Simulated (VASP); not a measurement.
# Ge in VASP: further runs

Runs on Ge. Level: PBE. Tasks: single point.

Everything below comes from runs of VASP 6.6.1. Logs are shortened: lines on timing, memory, paths and dates and some standing lists are left out, and cuts for length are marked.

### 1 The cell of the first run

The cell holds a slab with vacuum, 2 atoms: a = 3.856 Å, b = 3.856 Å, c = 28.000 Å, α = 90.00°, β = 90.00°, γ = 120.00°.

### 2 Single point, PBE

Contents of INCAR:

```
ALGO = Normal
DIPOL = 0.5 0.5 0.500
EDIFF = 1E-6
ENCUT = 520
GGA = PE
IDIPOL = 3
ISIF = 2
ISMEAR = 0
LASPH = T
LCHARG = F
LDIPOL = T
LREAL = F
LWAVE = F
NBANDS = 21
NELM = 100
PREC = Accurate
SIGMA = 0.1
```

Contents of KPOINTS:

```
k-points
0
Gamma
  12 12 1
```

Contents of POSCAR:

```
Ge
1.0
    3.8560000000      0.0000000000      0.0000000000
   -1.9280000000      3.3393939570      0.0000000000
    0.0000000000      0.0000000000     28.0000000000
Ge
2
Direct
    0.3333333333      0.6666666667      0.5051964286
    0.6666666667      0.3333333333      0.4948035714
```

Potentials or basis: VASP PAW PBE potentials, release 64 (Ge_d).

The run is started by

```
$ cat potpaw_PBE.64/Ge_d/POTCAR > POTCAR
$ mpirun -np 1 vasp_std > vasp.out
```

OUTCAR:

```text
EDIFF = 1E-6
   ENCUT = 520
   GGA = PE
   ISIF = 2
   ISMEAR = 0
   LASPH = T
   LREAL = F
   NELM = 100
   PREC = Accurate

 ion  position               nearest neighbor table
   1  0.333  0.667  0.505-   2 2.25   2 2.25   2 2.25
   2  0.667  0.333  0.495-   1 2.25   1 2.25   1 2.25

  LATTYP: Found a hexagonal cell.
 ALAT       =     3.8560000000
 C/A-ratio  =     7.2614107884

  Lattice vectors:

 A1 = (   3.8560000000,   0.0000000000,   0.0000000000)
 A2 = (  -1.9280000000,   3.3393939570,   0.0000000000)
 A3 = (   0.0000000000,   0.0000000000,  28.0000000000)

Analysis of symmetry for initial positions (statically):
=====================================================================
 Subroutine PRICEL returns:
 Original cell was already a primitive cell.

 Routine SETGRP: Setting up the symmetry group for a
 hexagonal supercell.

 Subroutine GETGRP returns: Found 12 space group operations
 (whereof 12 operations were pure point group operations)
 out of a pool of 24 trial point group operations.

The static configuration has the point symmetry D_3d.

Analysis of symmetry for dynamics (positions and initial velocities):
=====================================================================
 Subroutine PRICEL returns:
 Original cell was already a primitive cell.

 Routine SETGRP: Setting up the symmetry group for a
 hexagonal supercell.

 Subroutine GETGRP returns: Found 12 space group operations
 (whereof 12 operations were pure point group operations)
 out of a pool of 24 trial point group operations.

The dynamic configuration has the point symmetry D_3d.

 Subroutine INISYM returns: Found 12 space group operations
 (whereof 12 operations are pure point group operations),
 and found     1 'primitive' translations

----------------------------------------------------------------------------------------

                                     Primitive cell

  volume of cell :     360.5477

  direct lattice vectors                    reciprocal lattice vectors
     3.856000000  0.000000000  0.000000000     0.259336100  0.149727767  0.000000000
    -1.928000000  3.339393957  0.000000000     0.000000000  0.299455534  0.000000000
     0.000000000  0.000000000 28.000000000     0.000000000  0.000000000  0.035714286

  length of vectors
     3.856000000  3.856000000 28.000000000     0.299455534  0.299455534  0.035714286

  position of ions in fractional coordinates (direct lattice)
     0.333333333  0.666666667  0.505196429
     0.666666667  0.333333333  0.494803571

[... 75 lines left out ...]
   NFREE  =      0    steps in history (QN), initial steepest desc. (CG)
   ISIF   =      2    stress and relaxation
   ISYM   =      2    0-nonsym 1-usesym 2-fastsym
   POTIM  = 0.5000    time-step for ionic-motion
   TEBEG  =    0.0;   TEEND  =   0.0 temperature during run
   PSTRESS=    0.0 pullay stress
   NELECT =      28.0000    total number of electrons
   NUPDOWN=      -1.0000    fix difference up-down
   EMIN   =  10.00;   EMAX   =-10.00  energy-range for DOS
   EFERMI =   0.00;   METHOD = LEGACY
   ISMEAR =     0;   SIGMA  =   0.10  broadening in eV -4-tet -1-fermi 0-gaus
   EFERMI_NEDOS =   21; number of points for ismear=-14 and -15
   IALGO  =     38    algorithm
   IMIX   =      4    mixing-type and parameters
     AMIX     =   0.40;   BMIX     =  1.00
     AMIX_MAG =   1.60;   BMIX_MAG =  1.00
  volume/ion in A,a.u.               =     180.27      1216.55
  Fermi-wavevector in a.u.,A,eV,Ry     =   0.698457  1.319893  6.637504  0.487843
  Thomas-Fermi vector in A             =   1.782066
   LORBIT       =      0    0 simple, 1 ext, 2 COOP (PROOUT), +10 PAW based schemes
   GGA     = PE    functional components
   LHFCALC =     F    Hartree Fock is set to
   AEXX    =    0.0000 exact exchange contribution
   IVDW    =     0    specifies the selected vdW correction
   LEPSILON=     F    determine dielectric tensor
   LRPA    =     F    only Hartree local field effects (RPA)
 non-spin polarized calculation
 Gauss-broadening in eV      SIGMA  =   0.10
  energy-cutoff  :      520.00
  volume of cell :      360.55
 maximum number of plane-waves:      9777
 NGX is ok and might be reduce to    30
   NGX = 15   NGY = 15   NGZ =105

 dipolmoment           0.000000      0.000000      0.000000 electrons x Angstroem

 number of electron      27.9999980 magnetization

 dipolmoment           0.000000      0.000000     -0.000000 electrons x Angstroem

 Free energy of the ion-electron system (eV)
  ---------------------------------------------------
  ext. energy  EPLUGINS =         0.00000000
  ---------------------------------------------------
  free energy    TOTEN  =        -7.64375318 eV

  energy without entropy =       -7.64218599  energy(sigma->0) =       -7.64296958

 E-fermi :  -3.1581     XC(G=0):  -1.6711

 val. band max:       -3.1580674908   @ k =   0.3333   0.3333   0.0000
 cond. band min:      -3.1580673571   @ k =   0.3333   0.3333   0.0000
 fundamental gap:      0.0000001337
 Fermi energy:        -3.1580674240

 k-point     1 :       0.0000    0.0000    0.0000
  band No.  band energies     occupation
      1     -28.2928      2.00000
      2     -28.2753      2.00000
      3     -28.2753      2.00000
      4     -28.2193      2.00000
      5     -28.2193      2.00000
      6     -27.9837      2.00000
[... 445 lines left out ...]
     20       4.1520      0.00000
     21       4.1520      0.00000

------------------------ aborting loop because EDIFF is reached ----------------------------------------

 vacuum level on the upper side and lower side of the slab       (xc-potential included)        -0.007        -0.007

  FORCE on cell =-STRESS in cart. coord.  units (eV):
  Direction    XX          YY          ZZ          XY          YZ          ZX
  --------------------------------------------------------------------------------------
  -------------------------------------------------------------------------------------
  Total        5.0403447      5.0403447      0.2127567     -0.0000000      0.0000000      0.0000000
  in kB       22.3979417     22.3979417      0.9454337     -0.0000000      0.0000000      0.0000000
  external PRESSURE =      15.2471057 kB  Pullay stress =       0.0000000 kB

 VOLUME and BASIS-vectors are now :
 -----------------------------------------------------------------------------
  energy-cutoff  :      520.00
  volume of cell :      360.55
      direct lattice vectors                 reciprocal lattice vectors
     3.856000000  0.000000000  0.000000000     0.259336100  0.149727767  0.000000000
    -1.928000000  3.339393957  0.000000000     0.000000000  0.299455534  0.000000000
     0.000000000  0.000000000 28.000000000     0.000000000  0.000000000  0.035714286

 POSITION                                       TOTAL-FORCE (eV/Angst)
 -----------------------------------------------------------------------------------
     -0.00000      2.22626     14.14550         0.000000     -0.000000      0.782624
      1.92800      1.11313     13.85450         0.000000      0.000000     -0.782624
 -----------------------------------------------------------------------------------
    total drift:                               -0.000000      0.000000     -0.000000

  FREE ENERGIE OF THE ION-ELECTRON SYSTEM (eV)
  ---------------------------------------------------
  free  energy   TOTEN  =        -7.6437531801 eV

  energy  without entropy=       -7.6421859868  energy(sigma->0) =       -7.64296958

 vacuum level on the upper side and lower side of the slab         1.161         1.161
```

OSZICAR:

```text
N       E                     dE             d eps       ncg     rms          rms(c)
DAV:   1     0.160380869601E+03    0.16038E+03   -0.14114E+04   947   0.137E+03
DAV:   2     0.994347115139E+01   -0.15044E+03   -0.14582E+03  1060   0.273E+02
DAV:   3    -0.713717804484E+01   -0.17081E+02   -0.17035E+02  1082   0.113E+02
DAV:   4    -0.782375088175E+01   -0.68657E+00   -0.68625E+00  1014   0.260E+01
[... 12 lines left out ...]
DAV:  17    -0.764374149039E+01   -0.21796E-04   -0.99990E-07   764   0.690E-03    0.384E-04
DAV:  18    -0.764374968446E+01   -0.81941E-05   -0.14404E-07   743   0.169E-03    0.363E-04
DAV:  19    -0.764375179215E+01   -0.21077E-05   -0.51381E-08   708   0.231E-03    0.124E-04
DAV:  20    -0.764375309046E+01   -0.12983E-05   -0.12032E-08   614   0.851E-04    0.516E-05
DAV:  21    -0.764375318007E+01   -0.89608E-07   -0.67494E-10   717   0.441E-04
   1 F= -.76437532E+01 E0= -.76429696E+01  d E =-.156719E-02
```

stdout:

```text
POSCAR found type information on POSCAR Ge
 POSCAR found :  1 types and       2 ions
 scaLAPACK will be used
 LDA part: xc-table for (Slater+PW92), standard interpolation
 POSCAR, INCAR and KPOINTS ok, starting setup
 FFT: planning ... GRIDC
 FFT: planning ... GRID_SOFT
 FFT: planning ... GRID
 WAVECAR not read
 entering main loop
```

It took 1.7 min on 1 thread of Intel Xeon 6975P-C (Granite Rapids), shared host; peak memory 0.48 GiB.

Results:

* Free energy: -7.6438 eV
* Largest force: 0.783 eV/Å
* Band gap on the k mesh: zero (filled and empty bands touch)

Forces on the atoms (eV/Å):
```
Ge   0.000  0.000  0.783
Ge   0.000  0.000 -0.783
```

### 3 Single point, PBE

Contents of INCAR:

```
SYSTEM = Ge
PREC     = Accurate       ! precision mode
ENCUT    = 520            ! plane-wave cutoff, eV
EDIFF    = 1E-7           ! SCF threshold, eV
ISMEAR   = 0              ! smearing method
SIGMA    = 0.1            ! smearing width, eV
LREAL    = .FALSE.        ! projectors in reciprocal space
LASPH    = .TRUE.         ! aspherical terms in the spheres
NELM     = 100            ! most SCF steps
ALGO     = Normal         ! electronic algorithm
ISIF     = 2              ! what is computed and relaxed
LWAVE    = .FALSE.        ! write WAVECAR
LCHARG   = .FALSE.        ! write CHGCAR
LDIPOL   = .TRUE.       
IDIPOL   = 3            
DIPOL    = 0.5 0.5 0.500
GGA      = PE             ! functional
NBANDS   = 21             ! bands
```

Contents of KPOINTS:

```
regular mesh
0
G
  12 12 1
  0 0 0
```

Contents of POSCAR:

```
Ge
1.0
    3.8560000000      0.0000000000      0.0000000000
   -1.9280000000      3.3393939570      0.0000000000
    0.0000000000      0.0000000000     28.0000000000
Ge
2
Direct
    0.3333333333      0.6666666667      0.5103928571
    0.6666666667      0.3333333333      0.4896071429
```

Potentials or basis: VASP PAW PBE potentials, release 64 (Ge_d).

The run is started by

```
$ cat potpaw_PBE.64/Ge_d/POTCAR > POTCAR
$ mpirun -np 1 vasp_std > vasp.out
```

Run time: 2 min. Hardware: 1 thread of Intel Xeon 6975P-C (Granite Rapids), shared host; peak memory 0.49 GiB.

The run converged. Its results:

```yaml
Free_energy: -7.8801 eV
Largest_force: 0.650 eV/Å
Band_gap_on_the_k_mesh: zero (filled and empty bands touch)
```

Forces on the atoms (eV/Å):
```
Ge   0.000  0.000  0.650
Ge   0.000  0.000 -0.650
```

Levels at points of the mesh, in eV from the Fermi level:
```tsv
k point	band 10	band 11	band 12	band 13	band 14	band 15	band 16	band 17	band 18	band 19
(0.00, 0.00, 0.00)	-24.32	-12.14	-3.60	-0.56	-0.56	1.23	2.39	4.11	4.11	4.14
(0.50, 0.00, 0.00)	-24.23	-9.79	-7.87	-2.36	-1.21	0.73	1.68	5.70	6.47	7.27
```

### 4 Single point, PBE

Contents of INCAR:

```
SYSTEM = Ge
  PREC = Accurate
  ENCUT = 520
  EDIFF = 1E-6
  ISMEAR = 0
  SIGMA = 0.1
  LREAL = .False.
  LASPH = .True.
  NELM = 60
  ALGO = Normal
  ISIF = 2
  LWAVE = .False.
  LCHARG = .False.
  LDIPOL = .True.
  IDIPOL = 3
  DIPOL = 0.5 0.5 0.500
  GGA = PE
  NBANDS = 21
```

Contents of KPOINTS:

```
regular mesh
0
Gamma
  12 12 1
  0 0 0
```

Contents of POSCAR:

```
Ge
1.0
    3.8560000000      0.0000000000      0.0000000000
   -1.9280000000      3.3393939570      0.0000000000
    0.0000000000      0.0000000000     28.0000000000
Ge
2
Direct
    0.3333333333      0.6666666667      0.5155714286
    0.6666666667      0.3333333333      0.4844285714
```

The run is started by

```
$ cat potpaw_PBE.64/Ge_d/POTCAR > POTCAR
$ mpirun -np 1 vasp_std > vasp.out
```

It took 2.1 min on 1 thread of Intel Xeon 6975P-C (Granite Rapids), shared host; peak memory 0.48 GiB.

Results (log left out):

```
Free energy            : -7.9263 eV
Largest force          : 0.437 eV/Å
Band gap on the k mesh : zero (bands 14 and 15 overlap by 0.43 eV)
```

Forces on the atoms (eV/Å):
```
Ge   0.000  0.000 -0.437
Ge   0.000  0.000  0.437
```

Levels at points of the mesh, in eV from the Fermi level:
```
           k point  band 11  band 12  band 13  band 14  band 15  band 16  band 17  band 18
(0.00, 0.00, 0.00)   -11.64    -4.15     0.09     0.09     1.53     1.84     3.90     4.11
(0.50, 0.00, 0.00)    -9.32    -7.42    -1.70    -1.58     0.26     2.15     4.97     6.15
```

### 5 Single point, PBE

Contents of INCAR:

```
SYSTEM = Ge
PREC = Accurate
ENCUT = 520
EDIFF = 1E-6
ISMEAR = 0
SIGMA = 0.1
LREAL = .False.
LASPH = .True.
NELM = 80
ALGO = Normal
ISIF = 2
LWAVE = .False.
LCHARG = .False.
LDIPOL = .True.
IDIPOL = 3
DIPOL = 0.5 0.5 0.500
GGA = PE
NBANDS = 21
```

KPOINTS is that of step 4.

Contents of POSCAR:

```
Ge
1.0
    3.8560000000      0.0000000000      0.0000000000
   -1.9280000000      3.3393939570      0.0000000000
    0.0000000000      0.0000000000     28.0000000000
Ge
2
Direct
    0.3333333333      0.6666666667      0.5025892857
    0.6666666667      0.3333333333      0.4974107143
```

Potentials or basis: VASP PAW PBE potentials, release 64 (Ge_d).

The run is started by

```
$ cat potpaw_PBE.64/Ge_d/POTCAR > POTCAR
$ mpirun -np 1 vasp_std > vasp.out
```

OUTCAR:

```text
SYSTEM = Ge
   PREC = Accurate
   ENCUT = 520
   EDIFF = 1E-6
   ISMEAR = 0
   LREAL = .False.
   LASPH = .True.
   NELM = 80
   ISIF = 2
   GGA = PE

 ion  position               nearest neighbor table
   1  0.333  0.667  0.503-   2 2.23   2 2.23   2 2.23
   2  0.667  0.333  0.497-   1 2.23   1 2.23   1 2.23

  LATTYP: Found a hexagonal cell.
 ALAT       =     3.8560000000
 C/A-ratio  =     7.2614107884

  Lattice vectors:

 A1 = (   3.8560000000,   0.0000000000,   0.0000000000)
 A2 = (  -1.9280000000,   3.3393939570,   0.0000000000)
 A3 = (   0.0000000000,   0.0000000000,  28.0000000000)

Analysis of symmetry for initial positions (statically):
=====================================================================
 Subroutine PRICEL returns:
 Original cell was already a primitive cell.

 Routine SETGRP: Setting up the symmetry group for a
 hexagonal supercell.

 Subroutine GETGRP returns: Found 12 space group operations
 (whereof 12 operations were pure point group operations)
 out of a pool of 24 trial point group operations.

The static configuration has the point symmetry D_3d.

Analysis of symmetry for dynamics (positions and initial velocities):
=====================================================================
 Subroutine PRICEL returns:
 Original cell was already a primitive cell.

 Routine SETGRP: Setting up the symmetry group for a
 hexagonal supercell.

 Subroutine GETGRP returns: Found 12 space group operations
 (whereof 12 operations were pure point group operations)
 out of a pool of 24 trial point group operations.

The dynamic configuration has the point symmetry D_3d.

 Subroutine INISYM returns: Found 12 space group operations
[... 106 lines left out ...]
   ISMEAR =     0;   SIGMA  =   0.10  broadening in eV -4-tet -1-fermi 0-gaus
   EFERMI_NEDOS =   21; number of points for ismear=-14 and -15
   IALGO  =     38    algorithm
   IMIX   =      4    mixing-type and parameters
     AMIX     =   0.40;   BMIX     =  1.00
     AMIX_MAG =   1.60;   BMIX_MAG =  1.00
  volume/ion in A,a.u.               =     180.27      1216.55
  Fermi-wavevector in a.u.,A,eV,Ry     =   0.698457  1.319893  6.637504  0.487843
  Thomas-Fermi vector in A             =   1.782066
   LORBIT       =      0    0 simple, 1 ext, 2 COOP (PROOUT), +10 PAW based schemes
   GGA     = PE    functional components
   LHFCALC =     F    Hartree Fock is set to
   AEXX    =    0.0000 exact exchange contribution
   IVDW    =     0    specifies the selected vdW correction
   LEPSILON=     F    determine dielectric tensor
   LRPA    =     F    only Hartree local field effects (RPA)
 non-spin polarized calculation
 Gauss-broadening in eV      SIGMA  =   0.10
  energy-cutoff  :      520.00
  volume of cell :      360.55
 maximum number of plane-waves:      9777
 NGX is ok and might be reduce to    30
   NGX = 15   NGY = 15   NGZ =105

 number of electron      27.9999977 magnetization

 dipolmoment           0.000000      0.000000     -0.000000 electrons x Angstroem

 Free energy of the ion-electron system (eV)
  ---------------------------------------------------
  ext. energy  EPLUGINS =         0.00000000
  ---------------------------------------------------
  free energy    TOTEN  =        -7.55088426 eV

  energy without entropy =       -7.54931707  energy(sigma->0) =       -7.55010067

 E-fermi :  -3.1303     XC(G=0):  -1.6757

 val. band max:       -3.1302519058   @ k =   0.3333   0.3333   0.0000
 cond. band min:      -3.1302517550   @ k =   0.3333   0.3333   0.0000
 fundamental gap:      0.0000001509
 Fermi energy:        -3.1302518437

 k-point     1 :       0.0000    0.0000    0.0000
  band No.  band energies     occupation
      1     -28.4239      2.00000
      2     -28.3720      2.00000
      3     -28.3720      2.00000
      4     -28.3117      2.00000
      5     -28.3117      2.00000
      6     -28.1176      2.00000
[... 445 lines left out ...]
     20       4.2267      0.00000
     21       4.2268      0.00000

------------------------ aborting loop because EDIFF is reached ----------------------------------------

 vacuum level on the upper side and lower side of the slab       (xc-potential included)        -0.006        -0.006

  FORCE on cell =-STRESS in cart. coord.  units (eV):
  Direction    XX          YY          ZZ          XY          YZ          ZX
  --------------------------------------------------------------------------------------
  -------------------------------------------------------------------------------------
  Total        5.3736864      5.3736864      0.0530533     -0.0000000      0.0000000     -0.0000000
  in kB       23.8792226     23.8792226      0.2357547     -0.0000000      0.0000000     -0.0000000
  external PRESSURE =      15.9980666 kB  Pullay stress =       0.0000000 kB

 VOLUME and BASIS-vectors are now :
 -----------------------------------------------------------------------------
  energy-cutoff  :      520.00
  volume of cell :      360.55
      direct lattice vectors                 reciprocal lattice vectors
     3.856000000  0.000000000  0.000000000     0.259336100  0.149727767  0.000000000
    -1.928000000  3.339393957  0.000000000     0.000000000  0.299455534  0.000000000
     0.000000000  0.000000000 28.000000000     0.000000000  0.000000000  0.035714286

 POSITION                                       TOTAL-FORCE (eV/Angst)
 -----------------------------------------------------------------------------------
     -0.00000      2.22626     14.07250        -0.000000      0.000000      0.458833
      1.92800      1.11313     13.92750         0.000000     -0.000000     -0.458833
 -----------------------------------------------------------------------------------
    total drift:                                0.000000     -0.000000      0.000000

  FREE ENERGIE OF THE ION-ELECTRON SYSTEM (eV)
  ---------------------------------------------------
  free  energy   TOTEN  =        -7.5508842635 eV

  energy  without entropy=       -7.5493170687  energy(sigma->0) =       -7.55010067

 vacuum level on the upper side and lower side of the slab         1.169         1.169
```

stdout:

```text
POSCAR found type information on POSCAR Ge
 POSCAR found :  1 types and       2 ions
 scaLAPACK will be used
 LDA part: xc-table for (Slater+PW92), standard interpolation
 POSCAR, INCAR and KPOINTS ok, starting setup
 FFT: planning ... GRIDC
 FFT: planning ... GRID_SOFT
 FFT: planning ... GRID
 WAVECAR not read
 entering main loop
```

It took 1.8 min on 1 thread of AMD EPYC 9R45 (Zen 5), shared host; peak memory 0.45 GiB.

Results:

```yaml
Free_energy: -7.5509 eV
Largest_force: 0.459 eV/Å
Band_gap_on_the_k_mesh: zero (filled and empty bands touch)
```

Forces on the atoms (eV/Å):
```
Ge   0.000  0.000  0.459
Ge   0.000  0.000 -0.459
```

Levels at points of the mesh, in eV from the Fermi level:
```tsv
k point	band 12	band 13	band 14	band 15	band 16	band 17
(0.00, 0.00, 0.00)	-3.51	-1.47	-1.47	0.35	2.91	3.57
(0.50, 0.00, 0.00)	-8.63	-3.30	-1.14	0.83	0.85	6.01
```

### 6 The runs side by side

| cell | gap on the mesh (eV) | largest force (eV/Å) |
| --- | --- | --- |
| as given, atomic positions A | none | 0.78 |
| as given, atomic positions B | none | 0.65 |
| as given, atomic positions C | none | 0.44 |
| as given, atomic positions D | none | 0.46 |

Alike in all rows: task single point; level PBE; potentials or basis VASP PAW PBE potentials, release 64 (Ge_d); no spin polarisation; k mesh 12 × 12 × 1; cutoff (eV) 520; smearing gaussian 0.1 eV.

Total energies depend on the potentials used, so only differences within one code and one set of settings carry meaning.
